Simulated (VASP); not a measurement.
# Sb (R-3m) in VASP: further runs

Aim: see how the results for Sb move with the level of theory and the settings. Levels: BLYP+D4, PBEsol, r2SCAN. Tasks: single point, elastic constants.

Program: VASP 6.6.1. These are calculated values, not measurements. Logs are shortened: lines on timing, memory, paths and dates and some standing lists are left out, and cuts for length are marked.

## 1. The cell of the first run

The structure is trigonal, space group R-3m (No. 166). Conventional cell: a = 4.308 Å, b = 4.308 Å, c = 11.274 Å, α = 90.00°, β = 90.00°, γ = 120.00°. Within 3.8 Å of Sb (site symmetry 3m) lie 6 Sb at 2.91 to 3.35 Å.

## 2. Single point, BLYP+D4

POSCAR

```
Sb
1.0
    2.1542000000      1.2437279499      3.7580000000
   -2.1542000000      1.2437279499      3.7580000000
    0.0000000000     -2.4874558998      3.7580000000
Sb
2
Direct
    0.7665100000      0.7665100000      0.7665100000
    0.2334900000      0.2334900000      0.2334900000
```

INCAR.step1

```
  PREC = Accurate
  ENCUT = 400
  EDIFF = 1E-6
  ISMEAR = 1
  SIGMA = 0.1
  LREAL = False
  LASPH = True
  NELM = 120
  ALGO = Normal
  ISIF = 2
  LWAVE = False
  LCHARG = True
  GGA = B5
  ALDAX = 1.0
  AGGAX = 1.0
  AGGAC = 1.0
  ALDAC = 0.0
  IVDW = 13
  VDW_S6 = 1.0
  VDW_S8 = 2.34076671
  VDW_A1 = 0.44488865
  VDW_A2 = 4.0933009
  NBANDS = 22
  GGA_COMPAT = False
  NEDOS = 2001
  LORBIT = 11
```

KPOINTS.step1

```
Automatic mesh
0
Gamma
  8 8 8
```

INCAR.step2

```
  PREC = Accurate
  ENCUT = 400
  EDIFF = 1E-6
  ISMEAR = -5
  SIGMA = 0.1
  LREAL = False
  LASPH = True
  NELM = 120
  ALGO = Normal
  ISIF = 2
  LWAVE = False
  LCHARG = False
  GGA = B5
  ALDAX = 1.0
  AGGAX = 1.0
  AGGAC = 1.0
  ALDAC = 0.0
  IVDW = 13
  VDW_S6 = 1.0
  VDW_S8 = 2.34076671
  VDW_A1 = 0.44488865
  VDW_A2 = 4.0933009
  LORBIT = 10
  NBANDS = 22
  NEDOS = 2001
  ICHARG = 11
  GGA_COMPAT = False
```

KPOINTS.step2

```
Automatic mesh
0
Gamma
  12 12 12
```

Potentials or basis: VASP PAW PBE potentials, release 64 (Sb_d_GW).

Started as:

```sh
$ cat potpaw_PBE.64/Sb_d_GW/POTCAR > POTCAR
$ cp INCAR.step1 INCAR
$ cp KPOINTS.step1 KPOINTS
$ mpirun -np 1 vasp_std > vasp.out
$ cp INCAR.step2 INCAR
$ cp KPOINTS.step2 KPOINTS
$ mpirun -np 1 vasp_std > vasp.out
```

OUTCAR:

```text
PREC = Accurate
   ENCUT = 400
   EDIFF = 1E-6
   ISMEAR = -5
   LREAL = False
   LASPH = True
   NELM = 120
   ISIF = 2
   GGA = B5
   IVDW = 13
   LORBIT = 10
   ICHARG = 11

 ion  position               nearest neighbor table
   1  0.767  0.767  0.767-   2 2.91   2 2.91   2 2.91   2 3.35   2 3.35   2 3.35
   2  0.233  0.233  0.233-   1 2.91   1 2.91   1 2.91   1 3.35   1 3.35   1 3.35

  LATTYP: Found a trigonal (rhomboedric) cell.
 ALAT       =     4.5066618304
 COS(alpha) =     0.5430253624

  Lattice vectors:

 A1 = (   2.1542000000,   1.2437279499,   3.7580000000)
 A2 = (  -2.1542000000,   1.2437279499,   3.7580000000)
 A3 = (   0.0000000000,  -2.4874558998,   3.7580000000)

Analysis of symmetry for initial positions (statically):
=====================================================================
 Subroutine PRICEL returns:
 Original cell was already a primitive cell.

 Routine SETGRP: Setting up the symmetry group for a
 trigonal (rhombohedral) supercell.

 Subroutine GETGRP returns: Found 12 space group operations
 (whereof 12 operations were pure point group operations)
 out of a pool of 12 trial point group operations.

The static configuration has the point symmetry D_3d.

Analysis of symmetry for dynamics (positions and initial velocities):
=====================================================================
 Subroutine PRICEL returns:
 Original cell was already a primitive cell.

 Routine SETGRP: Setting up the symmetry group for a
 trigonal (rhombohedral) supercell.

 Subroutine GETGRP returns: Found 12 space group operations
 (whereof 12 operations were pure point group operations)
 out of a pool of 12 trial point group operations.

The dynamic configuration has the point symmetry D_3d.

 Subroutine INISYM returns: Found 12 space group operations
 (whereof 12 operations are pure point group operations),
 and found     1 'primitive' translations

----------------------------------------------------------------------------------------

                                     Primitive cell

  volume of cell :      60.4115

  direct lattice vectors                    reciprocal lattice vectors
     2.154200000  1.243727950  3.758000000     0.232104726  0.134005726  0.088699663
    -2.154200000  1.243727950  3.758000000    -0.232104726  0.134005726  0.088699663
     0.000000000 -2.487455900  3.758000000     0.000000000 -0.268011452  0.088699663
[... 84 lines left out ...]
   ENCUT  =  400.0 eV  29.40 Ry    5.42 a.u.   7.35  7.35  7.35*2*pi/ulx,y,z
   NELM   =    120;   NELMIN=  2; NELMDL=  0     # of ELM steps
   EDIFF  = 0.1E-05   stopping-criterion for ELM
   LREAL  =      F    real-space projection
[... 7 lines left out ...]
   TEBEG  =    0.0;   TEEND  =   0.0 temperature during run
   PSTRESS=    0.0 pullay stress
   NELECT =      30.0000    total number of electrons
   NUPDOWN=      -1.0000    fix difference up-down
   EMIN   =  10.00;   EMAX   =-10.00  energy-range for DOS
   EFERMI =   0.00;   METHOD = LEGACY
   ISMEAR =    -5;   SIGMA  =   0.10  broadening in eV -4-tet -1-fermi 0-gaus
   EFERMI_NEDOS =   21; number of points for ismear=-14 and -15
   IALGO  =     38    algorithm
   IMIX   =      4    mixing-type and parameters
     AMIX     =   0.40;   BMIX     =  1.00
     AMIX_MAG =   1.60;   BMIX_MAG =  1.00
  volume/ion in A,a.u.               =      30.21       203.84
  Fermi-wavevector in a.u.,A,eV,Ry     =   1.296409  2.449858 22.866996  1.680677
  Thomas-Fermi vector in A             =   2.427867
   LORBIT       =     10    0 simple, 1 ext, 2 COOP (PROOUT), +10 PAW based schemes
   GGA     = B5    functional components
   LHFCALC =     F    Hartree Fock is set to
   AEXX    =    0.0000 exact exchange contribution
   IVDW    =    13    specifies the selected vdW correction
   LEPSILON=     F    determine dielectric tensor
   LRPA    =     F    only Hartree local field effects (RPA)
 non-spin polarized calculation
 Fermi weights with tetrahedron method with Bloechl corrections
  energy-cutoff  :      400.00
  volume of cell :       60.41
 maximum number of plane-waves:      1113
 NGX is ok and might be reduce to    30

 number of electron      29.9999999 magnetization

 Free energy of the ion-electron system (eV)
  ---------------------------------------------------
  ext. energy  EPLUGINS =         0.00000000
  ---------------------------------------------------
  free energy    TOTEN  =        -6.73729910 eV

  energy without entropy =       -6.73729910  energy(sigma->0) =       -6.73729910

 E-fermi :   5.7878     XC(G=0):  -9.2524

 val. band max:        5.8452775673   @ k =   0.3333   0.1667   0.1667
 cond. band min:       5.6978461228   @ k =   0.5000  -0.0000   0.0000
 fundamental gap:     -0.1474314445
 Fermi energy:         5.7877617363

 k-point     1 :       0.0000    0.0000    0.0000
  band No.  band energies     occupation
      1     -23.5871      2.00000
      2     -23.5871      2.00000
      3     -23.4935      2.00000
      4     -23.4935      2.00000
      5     -23.4666      2.00000
      6     -23.3787      2.00000
[... 589 lines left out ...]
     21      13.8435      0.00000
     22      16.1754      0.00000

 [... further k-points ...]

------------------------ aborting loop because EDIFF is reached ----------------------------------------

  DFT-D4 for vdW energy calculation

  Edisp (eV):   -1.93190

  FORCE on cell =-STRESS in cart. coord.  units (eV):
  Direction    XX          YY          ZZ          XY          YZ          ZX
  --------------------------------------------------------------------------------------
  -------------------------------------------------------------------------------------
  Total       0.75758     0.75758     0.50800     0.00000     0.00000     0.00000
  in kB      20.09174    20.09174    13.47279     0.00000     0.00000     0.00000
  external pressure =       17.89 kB  Pullay stress =        0.00 kB

 VOLUME and BASIS-vectors are now :
 -----------------------------------------------------------------------------
  energy-cutoff  :      400.00
  volume of cell :       60.41
      direct lattice vectors                 reciprocal lattice vectors
     2.154200000  1.243727950  3.758000000     0.232104726  0.134005726  0.088699663
    -2.154200000  1.243727950  3.758000000    -0.232104726  0.134005726  0.088699663
     0.000000000 -2.487455900  3.758000000     0.000000000 -0.268011452  0.088699663

 POSITION                                       TOTAL-FORCE (eV/Angst)
 -----------------------------------------------------------------------------------
      0.00000      0.00000      8.64163         0.000000      0.000000     -0.163573
      0.00000      0.00000      2.63237         0.000000     -0.000000      0.163573
 -----------------------------------------------------------------------------------
    total drift:                                0.000000      0.000000     -0.000000

  FREE ENERGIE OF THE ION-ELECTRON SYSTEM (eV)
  ---------------------------------------------------
  free  energy   TOTEN  =        -8.6691996334 eV

  energy  without entropy=       -8.6691996334  energy(sigma->0) =       -8.66919963

 total charge

# of ion       s       p       d       f       tot
--------------------------------------------------
    1        1.388   1.397  10.000   0.009  12.794
    2        1.388   1.397  10.000   0.009  12.794
--------------------------------------------------
tot          2.776   2.795  20.000   0.017  25.588
```

OUTCAR.step1:

```text
PREC = Accurate
   ENCUT = 400
   EDIFF = 1E-6
   ISMEAR = 1
   LREAL = False
   LASPH = True
   NELM = 120
   ISIF = 2
   GGA = B5
   IVDW = 13
   LORBIT = 11

[... 826 lines left out ...]
    total drift:                               -0.000000      0.000000      0.000000

  FREE ENERGIE OF THE ION-ELECTRON SYSTEM (eV)
  ---------------------------------------------------
  free  energy   TOTEN  =        -8.6727167858 eV

  energy  without entropy=       -8.6720299787  energy(sigma->0) =       -8.67248785

 total charge

# of ion       s       p       d       f       tot
--------------------------------------------------
    1        1.390   1.396  10.000   0.009  12.794
    2        1.390   1.396  10.000   0.009  12.794
--------------------------------------------------
tot          2.779   2.792  20.000   0.017  25.588
```

It took 1.7 min on 1 thread of Intel Xeon 6975P-C (Granite Rapids), shared host; peak memory 0.29 GiB.

What came out:

- Valence electrons inside the program's atomic spheres: Sb 12.79
- Dispersion energy per atom: -0.966 eV

Levels at points of the mesh, in eV from the Fermi level:
| k point | band 11 | band 12 | band 13 | band 14 | band 15 | band 16 | band 17 | band 18 | band 19 | band 20 |
| --- | --- | --- | --- | --- | --- | --- | --- | --- | --- | --- |
| (0.00, 0.00, 0.00) | -12.70 | -4.95 | -2.05 | -1.80 | -1.80 | 2.14 | 2.69 | 2.69 | 5.41 | 5.41 |
| (0.50, 0.00, 0.00) | -10.37 | -9.64 | -1.90 | -1.79 | -0.28 | -0.09 | 0.31 | 0.54 | 7.91 | 8.59 |
| (0.50, 0.50, 0.00) | -10.37 | -8.04 | -5.33 | -3.69 | -3.60 | 1.85 | 4.85 | 5.51 | 6.80 | 9.27 |
| (0.50, 0.50, 0.50) | -11.18 | -8.99 | -1.28 | -1.28 | -0.38 | 0.17 | 0.17 | 1.16 | 7.30 | 9.11 |

Caveat: the PAW data sets were made with another functional, which shifts forces and pressure a little; spin-orbit coupling is left out, which moves the levels of the heavy elements.

## 3. Elastic constants, PBEsol

INCAR

```
SYSTEM = Sb
ALGO = Normal
EDIFF = 1E-8
ENCUT = 600
GGA = PS
IBRION = 6
ISIF = 3
ISMEAR = -1
LASPH = .TRUE.
LCHARG = .FALSE.
LREAL = .FALSE.
LWAVE = .FALSE.
NBANDS = 12
NELM = 80
NFREE = 2
NSW = 1
POTIM = 0.015
PREC = Accurate
SIGMA = 0.05
```

KPOINTS

```
k-points
0
G
  6 6 6
  0 0 0
```

POSCAR is that of step 2.

Potentials or basis: VASP PAW PBE potentials, release 64 (Sb).

Started as:

```sh
$ cat potpaw_PBE.64/Sb/POTCAR > POTCAR
$ mpirun -np 1 vasp_std > vasp.out
```

Wall time 6.4 min (1 thread of AMD EPYC 9R45 (Zen 5), shared host); peak memory 0.3 GiB.

It converged, with:

```
Voigt bulk modulus            : 43 GPa
Highest phonon frequency at Γ : 151 cm⁻¹
```

Phonon frequencies in cm⁻¹ (negative: imaginary):
```
              q point        frequencies
(0.000, 0.000, 0.000)  0 0 0 109 109 151
```

Elastic tensor in Voigt notation (GPa, in the Cartesian axes of the cell as first typed):
```
 93  20  28 -22   0   0
 20  93  28  22   0   0
 28  28  51   0   0   0
-22  22   0  35   0   0
  0   0   0   0  35 -22
  0   0   0   0 -22  36
```

Clamped-ion elastic tensor (GPa):
```
110  31  44 -30   0   0
 31 110  44  30   0   0
 44  44  69   0   0   0
-30  30   0  53   0   0
  0   0   0   0  53 -30
  0   0   0   0 -30  40
```

Caveat: the PAW data sets were made with another functional, which shifts forces and pressure a little; spin-orbit coupling is left out, which moves the levels of the heavy elements.

## 4. Elastic constants, r2SCAN

INCAR

```
SYSTEM = Sb
PREC = Accurate ; ENCUT = 600
EDIFF = 1E-8 ; ISMEAR = -1
SIGMA = 0.05 ; LREAL = .False.
LASPH = .True. ; NELM = 80
ALGO = Normal ; ISIF = 3
LWAVE = .False. ; LCHARG = .False.
METAGGA = R2SCAN ; LMIXTAU = .True.
NBANDS = 12 ; IBRION = 6
NFREE = 2 ; POTIM = 0.015
NSW = 1
```

KPOINTS

```
regular mesh
0
Gamma
  6 6 6
  0 0 0
```

POSCAR is that of step 3.

Potentials or basis: VASP PAW PBE potentials, release 64 (Sb).

Started as:

```sh
$ cat potpaw_PBE.64/Sb/POTCAR > POTCAR
$ mpirun -np 1 vasp_std > vasp.out
```

OUTCAR:

```text
SYSTEM = Sb
   PREC = Accurate
   ENCUT = 600
   EDIFF = 1E-8
   ISMEAR = -1
   LREAL = .False.
   LASPH = .True.
   NELM = 80
   ISIF = 3
   METAGGA = R2SCAN
   IBRION = 6
   NFREE = 2
   POTIM = 0.015
   NSW = 1

 ion  position               nearest neighbor table
   1  0.767  0.767  0.767-   2 2.91   2 2.91   2 2.91   2 3.35   2 3.35   2 3.35
   2  0.233  0.233  0.233-   1 2.91   1 2.91   1 2.91   1 3.35   1 3.35   1 3.35

  LATTYP: Found a trigonal (rhomboedric) cell.
 ALAT       =     4.5066618304
 COS(alpha) =     0.5430253624

  Lattice vectors:

 A1 = (   2.1542000000,   1.2437279499,   3.7580000000)
 A2 = (  -2.1542000000,   1.2437279499,   3.7580000000)
 A3 = (   0.0000000000,  -2.4874558998,   3.7580000000)

Analysis of symmetry for initial positions (statically):
[... 1157 lines left out ...]
  --------------------------------------------------------------------------------
  x     0.00000    -0.00000    -0.00000     1.07988     0.00000    -3.81406
  y     1.07988    -1.07988     0.00000     0.00000    -3.81407     0.00000
  z    -4.77590    -4.77590    -7.53791     0.00000     0.00000     0.00000

 Eigenvectors and eigenvalues of the dynamical matrix
 ----------------------------------------------------

   1 f  =    4.742599 THz    29.798630 2PiTHz  158.196082 cm-1    19.613806 meV
             X         Y         Z           dx          dy          dz
      0.000000  0.000000  8.641634     0.000000   -0.000000    0.707107
      0.000000  0.000000  2.632366     0.000000    0.000000   -0.707107
[... 16 lines left out ...]
   5 f  =    0.000000 THz     0.000000 2PiTHz    0.000001 cm-1     0.000000 meV
             X         Y         Z           dx          dy          dz
      0.000000  0.000000  8.641634     0.000000    0.697486    0.116248
      0.000000  0.000000  2.632366     0.000000    0.697486    0.116248

   6 f/i=    0.000000 THz     0.000000 2PiTHz    0.000001 cm-1     0.000000 meV
             X         Y         Z           dx          dy          dz
      0.000000  0.000000  8.641634     0.000000   -0.116248    0.697486
      0.000000  0.000000  2.632366     0.000000   -0.116248    0.697486

--------------------------------------------------------------------------------------------------------

 ELASTIC MODULI CONTR FROM IONIC RELAXATION (kBar)
 Direction    XX          YY          ZZ          XY          YZ          ZX
 --------------------------------------------------------------------------------
 XX        -122.5132    -93.4410   -170.4226     -0.0000     51.3403      0.0000
 YY         -93.4410   -122.5132   -170.4226      0.0000    -51.3403     -0.0000
 ZZ        -170.4226   -170.4226   -268.9818      0.0000      0.0000     -0.0000
 XY          -0.0000      0.0000      0.0000    -14.5361      0.0000     51.3402
 YZ          51.3403    -51.3403      0.0000      0.0000   -181.3301     -0.0000
 ZX           0.0000     -0.0000     -0.0000     51.3402     -0.0000   -181.3289
 --------------------------------------------------------------------------------

 TOTAL ELASTIC MODULI (kBar)
 Direction    XX          YY          ZZ          XY          YZ          ZX
 --------------------------------------------------------------------------------
 XX        1055.1116    274.0410    240.7356     -0.0000   -260.2176      0.0000
 YY         274.0410   1055.1116    240.7356      0.0000    260.2176     -0.0000
 ZZ         240.7356    240.7356    448.9472      0.0000      0.0000     -0.0000
 XY          -0.0000      0.0000      0.0000    390.5353      0.0000   -260.2174
 YZ        -260.2176    260.2176      0.0000      0.0000    395.5084     -0.0000
 ZX           0.0000     -0.0000     -0.0000   -260.2174     -0.0000    395.5089
 --------------------------------------------------------------------------------
```

OSZICAR:

```text
N       E                     dE             d eps       ncg     rms          rms(c)
DAV:   1    -0.530620747213E+01   -0.53062E+01   -0.40335E+03   768   0.763E+02
DAV:   2    -0.505023059936E+02   -0.45196E+02   -0.43326E+02   952   0.120E+02
DAV:   3    -0.526005686311E+02   -0.20983E+01   -0.20847E+01   944   0.276E+01
[... 252 lines left out ...]
DAV:   8    -0.513945827046E+02   -0.49634E-06   -0.10476E-06   788   0.100E-02    0.361E-04
DAV:   9    -0.513945830611E+02   -0.35650E-06   -0.62619E-08   800   0.253E-03    0.201E-04
DAV:  10    -0.513945830905E+02   -0.29404E-07   -0.11059E-08   636   0.796E-04    0.722E-05
DAV:  11    -0.513945831071E+02   -0.16635E-07   -0.10196E-08   720   0.116E-03    0.366E-05
DAV:  12    -0.513945831063E+02    0.81195E-09   -0.13455E-09   412   0.457E-04
  17 F= -.51394583E+02 E0= -.51393239E+02  d E =-.268744E-02
```

stdout:

```text
POSCAR found type information on POSCAR Sb
 POSCAR found :  1 types and       2 ions
 scaLAPACK will be used
 -----------------------------------------------------------------------------
|                                                                             |
|                                                                             |
|     You enforced a specific xc type in the INCAR file but a different       |
|     I HOPE YOU KNOW WHAT YOU ARE DOING!                                     |
[... 32 lines left out ...]
 Finite differences progress:
 bond charge predicted
 Finite differences progress:
 bond charge predicted
 Finite differences progress:
 bond charge predicted
 Finite differences progress:
 bond charge predicted
 Finite differences progress:
 bond charge predicted
 Finite differences progress:
 bond charge predicted
 Finite differences progress:
```

Wall time 1.6 h (1 thread of Oxide Virtual Turin-like, shared host); peak memory 0.32 GiB.

What came out:

* Voigt bulk modulus: 45 GPa
* Highest phonon frequency at Γ: 158 cm⁻¹

Phonon frequencies in cm⁻¹ (negative: imaginary):
| q point | frequencies |
| --- | --- |
| (0.000, 0.000, 0.000) | 0 0 0 97 97 158 |

Elastic tensor in Voigt notation (GPa, in the Cartesian axes of the cell as first typed):
```
106  27  24 -26   0   0
 27 106  24  26   0   0
 24  24  45   0   0   0
-26  26   0  40   0   0
  0   0   0   0  40 -26
  0   0   0   0 -26  39
```

Clamped-ion elastic tensor (GPa):
```
118  37  41 -31   0   0
 37 118  41  31   0   0
 41  41  72   0   0   0
-31  31   0  58   0   0
  0   0   0   0  58 -31
  0   0   0   0 -31  41
```

Caveat: the cell is under stress, which shifts elastic constants; the PAW data sets were made with another functional, which shifts forces and pressure a little; spin-orbit coupling is left out, which moves the levels of the heavy elements.
